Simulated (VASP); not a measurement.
# ZnS (Imm2) in VASP: notebook, part 2 of 2

VASP 6.6.1. Earlier steps stand in the parts before.

**5. Single point, r2SCAN (atoms displaced along a vibrational mode)**

POSCAR

```
ZnS
1.0
    0.0000000000      2.6945131952      2.6945131952
    2.6945131952      0.0000000000      2.6945131952
    2.6945131952      2.6945131952      0.0000000000
Zn S
1 1
Direct
   -0.0238856794      0.0238856794     -0.0238856794
    0.7987100973      0.7012899027      0.7987100973
```

INCAR.step1

```
SYSTEM = ZnS
  ALGO = Normal
  EDIFF = 1E-4
  ENCUT = 520
  GGA = PE
  ISMEAR = 0
  LASPH = .TRUE.
  LCHARG = .FALSE.
  LREAL = .FALSE.
  LWAVE = .TRUE.
  NBANDS = 16
  NELM = 100
  PREC = Accurate
  SIGMA = 0.05
```

INCAR.step2

```
SYSTEM = ZnS
  ALGO = Normal
  EDIFF = 1E-6
  ENCUT = 520
  ISIF = 2
  ISMEAR = 0
  ISTART = 1
  LASPH = .TRUE.
  LCHARG = .TRUE.
  LELF = .TRUE.
  LMIXTAU = .TRUE.
  LREAL = .FALSE.
  LVHAR = .TRUE.
  LWAVE = .FALSE.
  METAGGA = R2SCAN
  NBANDS = 16
  NELM = 100
  PREC = Accurate
  SIGMA = 0.05
```

KPOINTS

```
k-points
0
G
  8 8 8
  0 0 0
```

Potentials or basis: VASP PAW PBE potentials, release 64 (Zn, S).

Command:

```console
$ cat potpaw_PBE.64/Zn/POTCAR potpaw_PBE.64/S/POTCAR > POTCAR
$ cp INCAR.step1 INCAR
$ mpirun -np 1 vasp_std > vasp.out
$ cp INCAR.step2 INCAR
$ mpirun -np 1 vasp_std > vasp.out
```

OUTCAR:

```text
SYSTEM = ZnS
   EDIFF = 1E-6
   ENCUT = 520
   ISIF = 2
   ISMEAR = 0
   ISTART = 1
   LASPH = .TRUE.
   LREAL = .FALSE.
   METAGGA = R2SCAN
   NELM = 100
   PREC = Accurate

 ion  position               nearest neighbor table
   1  0.976  0.024  0.976-   2 2.13   2 2.13   2 2.58   2 2.58
   2  0.799  0.701  0.799-   1 2.13   1 2.13   1 2.58   1 2.58

  LATTYP: Found a face centered cubic cell.
 ALAT       =     5.3890263904

  Lattice vectors:

 A1 = (   0.0000000000,   2.6945131952,   2.6945131952)
 A2 = (   2.6945131952,   0.0000000000,   2.6945131952)
 A3 = (   2.6945131952,   2.6945131952,   0.0000000000)

Analysis of symmetry for initial positions (statically):
=====================================================================
 Subroutine PRICEL returns:
 Original cell was already a primitive cell.

 Routine SETGRP: Setting up the symmetry group for a
 face centered cubic supercell.

 Subroutine GETGRP returns: Found  4 space group operations
 (whereof  4 operations were pure point group operations)
 out of a pool of 48 trial point group operations.

The static configuration has the point symmetry C_2v.

Analysis of symmetry for dynamics (positions and initial velocities):
=====================================================================
 Subroutine PRICEL returns:
 Original cell was already a primitive cell.

 Routine SETGRP: Setting up the symmetry group for a
 face centered cubic supercell.

 Subroutine GETGRP returns: Found  4 space group operations
 (whereof  4 operations were pure point group operations)
 out of a pool of 48 trial point group operations.

The dynamic configuration has the point symmetry C_2v.

 Subroutine INISYM returns: Found  4 space group operations
 (whereof  4 operations are pure point group operations),
 and found     1 'primitive' translations

----------------------------------------------------------------------------------------

                                     Primitive cell

[... 104 lines left out ...]
   EFERMI =   0.00;   METHOD = LEGACY
   ISMEAR =     0;   SIGMA  =   0.05  broadening in eV -4-tet -1-fermi 0-gaus
   EFERMI_NEDOS =   21; number of points for ismear=-14 and -15
   IALGO  =     38    algorithm
   IMIX   =      4    mixing-type and parameters
     AMIX     =   0.40;   BMIX     =  1.00
     AMIX_MAG =   1.60;   BMIX_MAG =  1.00
  volume/ion in A,a.u.               =      19.56       132.02
  Fermi-wavevector in a.u.,A,eV,Ry     =   1.263791  2.388219 21.730795  1.597168
  Thomas-Fermi vector in A             =   2.397130
   LORBIT       =      0    0 simple, 1 ext, 2 COOP (PROOUT), +10 PAW based schemes
   METAGGA = R2SCAN    functional components
   LHFCALC =     F    Hartree Fock is set to
   AEXX    =    0.0000 exact exchange contribution
   IVDW    =     0    specifies the selected vdW correction
   LEPSILON=     F    determine dielectric tensor
   LRPA    =     F    only Hartree local field effects (RPA)
 non-spin polarized calculation
 Gauss-broadening in eV      SIGMA  =   0.05
  energy-cutoff  :      520.00
  volume of cell :       39.13
 maximum number of plane-waves:      1067
   NGX = 15   NGY = 15   NGZ = 15

 number of electron      17.9999990 magnetization

 Free energy of the ion-electron system (eV)
  ---------------------------------------------------
  ext. energy  EPLUGINS =         0.00000000
  ---------------------------------------------------
  free energy    TOTEN  =       -18.43106602 eV

  energy without entropy =      -18.43106602  energy(sigma->0) =      -18.43106602

 E-fermi :   2.3583     XC(G=0): -10.3092

 val. band max:        2.0708170804   @ k =   0.0000   0.0000   0.0000
 cond. band min:       4.7237527736   @ k =   0.0000   0.0000   0.0000
 fundamental gap:      2.6529356932
 Fermi energy:         2.3582641230

 k-point     1 :       0.0000    0.0000    0.0000
  band No.  band energies     occupation
      1     -11.9759      2.00000
      2      -5.1415      2.00000
      3      -4.8704      2.00000
      4      -4.6069      2.00000
      5      -4.3590      2.00000
      6      -4.3098      2.00000
[... 433 lines left out ...]
      3      -4.7368      2.00000
      4      -4.4182      2.00000
      5      -4.2877      2.00000
      6      -4.1562      2.00000
[... 8 lines left out ...]
     15      15.1835      0.00000
     16      16.5285      0.00000

 [... further k-points ...]
[... 5 lines left out ...]
  --------------------------------------------------------------------------------------
  -------------------------------------------------------------------------------------
  Total        1.7034223      0.3698526      1.7034223      0.0000000      0.0000000      2.4811712
  in kB       69.7528505     15.1449658     69.7528505      0.0000000      0.0000000    101.6006227
  external PRESSURE =      51.5502223 kB  Pullay stress =       0.0000000 kB

 VOLUME and BASIS-vectors are now :
 -----------------------------------------------------------------------------
  energy-cutoff  :      520.00
  volume of cell :       39.13
      direct lattice vectors                 reciprocal lattice vectors
     0.000000000  2.694513195  2.694513195    -0.185562276  0.185562276  0.185562276
     2.694513195  0.000000000  2.694513195     0.185562276 -0.185562276  0.185562276
     2.694513195  2.694513195  0.000000000     0.185562276  0.185562276 -0.185562276

 POSITION                                       TOTAL-FORCE (eV/Angst)
 -----------------------------------------------------------------------------------
      2.69451      5.26031      2.69451         0.000000      2.123319      0.000000
      4.04177      4.30427      4.04177        -0.000000     -2.123319     -0.000000
 -----------------------------------------------------------------------------------
    total drift:                               -0.000212      0.011019     -0.000213

  FREE ENERGIE OF THE ION-ELECTRON SYSTEM (eV)
  ---------------------------------------------------
  free  energy   TOTEN  =       -18.4310660236 eV

  energy  without entropy=      -18.4310660236  energy(sigma->0) =      -18.43106602
```

OSZICAR.step1:

```text
N       E                     dE             d eps       ncg     rms          rms(c)
DAV:   1     0.905758381562E+02    0.90576E+02   -0.88521E+03  3040   0.136E+03
DAV:   2    -0.963800519744E+00   -0.91540E+02   -0.85535E+02  3552   0.264E+02
DAV:   3    -0.686254686872E+01   -0.58987E+01   -0.58776E+01  3720   0.651E+01
DAV:   4    -0.692351691849E+01   -0.60970E-01   -0.60957E-01  3824   0.686E+00
DAV:   5    -0.692422808063E+01   -0.71116E-03   -0.71115E-03  3792   0.708E-01    0.795E+00
DAV:   6    -0.643246259621E+01    0.49177E+00   -0.90950E-01  4640   0.339E+01    0.609E+00
DAV:   7    -0.640636571740E+01    0.26097E-01   -0.32398E-01  3840   0.529E+00    0.308E+00
DAV:   8    -0.640488705294E+01    0.14787E-02   -0.73010E-03  3968   0.124E+00    0.891E-01
DAV:   9    -0.640500802378E+01   -0.12097E-03   -0.19072E-03  3888   0.364E-01    0.116E-01
DAV:  10    -0.640512900381E+01   -0.12098E-03   -0.12702E-04  3568   0.986E-02    0.400E-02
DAV:  11    -0.640516949189E+01   -0.40488E-04   -0.42808E-05  2712   0.649E-02
   1 F= -.64051695E+01 E0= -.64051695E+01  d E =-.614656E-11
```

Wall time 5.1 min (1 thread of Intel Xeon 8259CL, shared host); peak memory 0.2 GiB.

Results:

```yaml
Free_energy: -18.4311 eV
Pressure: 5.2 GPa
Largest_force: 2.123 eV/Å
Band_gap_on_the_k_mesh: 2.65 eV
```

Forces in eV/Å, atoms in the order of the input:
```
Zn   0.000  2.123  0.000
S    0.000 -2.123  0.000
```

Stress tensor (GPa, compression positive):
```
 6.98  0.00 10.16
 0.00  1.51  0.00
10.16  0.00  6.98
```

Caveat: the cell differs from its parent crystal (atoms displaced along a vibrational mode); the cell stands under pressure; the PAW data sets were made with another functional, which shifts forces and pressure a little. A k mesh can miss the band edges.

**6. Single point, r2SCAN (atoms displaced along a vibrational mode)**

POSCAR

```
ZnS
1.0
    0.0000000000      2.6945131952      2.6945131952
    2.6945131952      0.0000000000      2.6945131952
    2.6945131952      2.6945131952      0.0000000000
Zn S
1 1
Direct
   -0.0170611996      0.0170611996     -0.0170611996
    0.7847929267      0.7152070733      0.7847929267
```

INCAR.step1

```
  PREC = Accurate
  ENCUT = 520
  ISMEAR = 0
  SIGMA = 0.05
  LREAL = False
  LASPH = True
  NELM = 100
  NBANDS = 16
  GGA = PE
  ALGO = Normal
  EDIFF = 1E-4
  LWAVE = True
  LCHARG = False
```

INCAR.step2

```
  PREC = Accurate
  ENCUT = 520
  EDIFF = 1E-6
  ISMEAR = 0
  SIGMA = 0.05
  LREAL = False
  LASPH = True
  NELM = 100
  ALGO = Normal
  ISIF = 2
  LWAVE = False
  LCHARG = False
  METAGGA = R2SCAN
  LMIXTAU = True
  NBANDS = 16
  ISTART = 1
```

KPOINTS

```
Automatic mesh
0
Gamma
  8 8 8
```

Potentials or basis: VASP PAW PBE potentials, release 64 (Zn, S).

Command:

```console
$ cat potpaw_PBE.64/Zn/POTCAR potpaw_PBE.64/S/POTCAR > POTCAR
$ cp INCAR.step1 INCAR
$ mpirun -np 1 vasp_std > vasp.out
$ cp INCAR.step2 INCAR
$ mpirun -np 1 vasp_std > vasp.out
```

Wall time 5.8 min (1 thread of Intel Xeon 8259CL, shared host); peak memory 0.2 GiB.

Results (log left out):

```yaml
Free_energy: -18.6396 eV
Pressure: 2.8 GPa
Largest_force: 1.592 eV/Å
Band_gap_on_the_k_mesh: 2.66 eV
```

Forces in eV/Å, atoms in the order of the input:
```
Zn   0.000  1.592  0.000
S    0.000 -1.592  0.000
```

Stress tensor (GPa, compression positive):
```
3.73 0.00 6.95
0.00 0.93 0.00
6.95 0.00 3.73
```

Levels at points of the mesh, in eV from the valence-band top:
```
           k point  band 5  band 6  band 7  band 8  band 9  band 10  band 11  band 12  band 13  band 14
(0.00, 0.00, 0.00)   -6.23   -6.21   -0.51   -0.01    0.00     2.66     6.76     6.89     7.14    12.07
(0.50, 0.00, 0.00)   -6.17   -6.01   -5.10   -1.35   -0.53     3.53     6.49     7.77     9.15    12.69
(0.00, 0.50, 0.00)   -6.18   -6.05   -5.75   -1.40   -0.70     3.96     6.84     8.20     9.43    12.55
(0.50, 0.50, 0.00)   -6.15   -6.02   -4.79   -2.37   -2.23     3.48     4.30    11.64    12.86    13.09
(0.50, 0.00, 0.50)   -6.15   -6.02   -4.61   -2.54   -2.30     3.28     4.68    11.57    12.42    13.20
```

Caveat: the cell differs from its parent crystal (atoms displaced along a vibrational mode); the PAW data sets were made with another functional, which shifts forces and pressure a little.

**7. Single point, r2SCAN (atoms displaced along a vibrational mode)**

POSCAR

```
ZnS
1.0
    0.0000000000      2.6945131952      2.6945131952
    2.6945131952      0.0000000000      2.6945131952
    2.6945131952      2.6945131952      0.0000000000
Zn S
1 1
Direct
   -0.0102367198      0.0102367198     -0.0102367198
    0.7708757560      0.7291242440      0.7708757560
```

INCAR.step1

```
SYSTEM = ZnS
PREC = Accurate
ENCUT = 520
ISMEAR = 0
SIGMA = 0.05
LREAL = .False.
LASPH = .True.
NELM = 60
NBANDS = 16
GGA = PE
ALGO = Normal
EDIFF = 1E-4
LWAVE = .True.
LCHARG = .False.
```

INCAR.step2

```
SYSTEM = ZnS
PREC = Accurate
ENCUT = 520
EDIFF = 1E-7
ISMEAR = 0
SIGMA = 0.05
LREAL = .False.
LASPH = .True.
NELM = 60
ALGO = Normal
ISIF = 2
LWAVE = .False.
LCHARG = .True.
METAGGA = R2SCAN
LMIXTAU = .True.
LELF = .True.
LVHAR = .True.
NBANDS = 16
ISTART = 1
```

KPOINTS

```
Automatic mesh
0
Gamma
  8 8 8
  0 0 0
```

Command:

```console
$ cat potpaw_PBE.64/Zn/POTCAR potpaw_PBE.64/S/POTCAR > POTCAR
$ cp INCAR.step1 INCAR
$ mpirun -np 1 vasp_std > vasp.out
$ cp INCAR.step2 INCAR
$ mpirun -np 1 vasp_std > vasp.out
```

It took 7.1 min on 1 thread of Intel Xeon 8259CL, shared host; peak memory 0.2 GiB.

The run converged. Its results:

```
Free energy            : -18.7837 eV
Pressure               : 1.0 GPa
Largest force          : 0.972 eV/Å
Band gap on the k mesh : 2.64 eV
```

Forces on the atoms (eV/Å):
```
Zn   0.000  0.972  0.000
S    0.000 -0.972  0.000
```

Stress tensor (GPa, compression positive):
```
1.35 0.00 4.00
0.00 0.36 0.00
4.00 0.00 1.35
```

Levels at points of the mesh, in eV from the valence-band top:
| k point | band 5 | band 6 | band 7 | band 8 | band 9 | band 10 | band 11 | band 12 | band 13 | band 14 |
| --- | --- | --- | --- | --- | --- | --- | --- | --- | --- | --- |
| (0.00, 0.00, 0.00) | -6.12 | -6.11 | -0.30 | -0.05 | 0.00 | 2.64 | 6.79 | 6.81 | 6.97 | 12.18 |
| (0.50, 0.00, 0.00) | -6.08 | -5.91 | -5.27 | -1.19 | -0.70 | 3.61 | 6.79 | 7.59 | 9.25 | 12.80 |
| (0.00, 0.50, 0.00) | -6.09 | -5.94 | -5.72 | -1.26 | -0.81 | 3.89 | 7.03 | 7.85 | 9.43 | 12.68 |
| (0.50, 0.50, 0.00) | -6.04 | -5.91 | -4.76 | -2.39 | -2.33 | 3.57 | 4.36 | 11.70 | 12.82 | 12.91 |
| (0.50, 0.00, 0.50) | -6.04 | -5.91 | -4.68 | -2.47 | -2.34 | 3.48 | 4.52 | 11.68 | 12.57 | 13.03 |

Caveat: the cell differs from its parent crystal (atoms displaced along a vibrational mode); the PAW data sets were made with another functional, which shifts forces and pressure a little.

**8. Summary**

| cell | gap on the mesh (eV) | pressure (GPa) | largest force (eV/Å) |
| --- | --- | --- | --- |
| as given, atomic positions A | 2.66 | 6.6 | 2.34 |
| as given, atomic positions B | 2.65 | 3.9 | 1.87 |
| as given, atomic positions C | 2.65 | 1.8 | 1.29 |
| as given, atomic positions D | 2.65 | 5.2 | 2.12 |
| as given, atomic positions E | 2.66 | 2.8 | 1.59 |
| as given, atomic positions F | 2.64 | 1.0 | 0.97 |

Alike in all rows: task single point; level r2SCAN; potentials or basis VASP PAW PBE potentials, release 64 (Zn, S); no spin polarisation; k mesh 8 × 8 × 8; cutoff (eV) 520; smearing gaussian 0.05 eV.

Caveats: the PAW data sets were made with another functional, which shifts forces and pressure a little; the cell stands under pressure (at least some runs).

Total energies depend on the potentials used, so only differences within one code and one set of settings carry meaning.
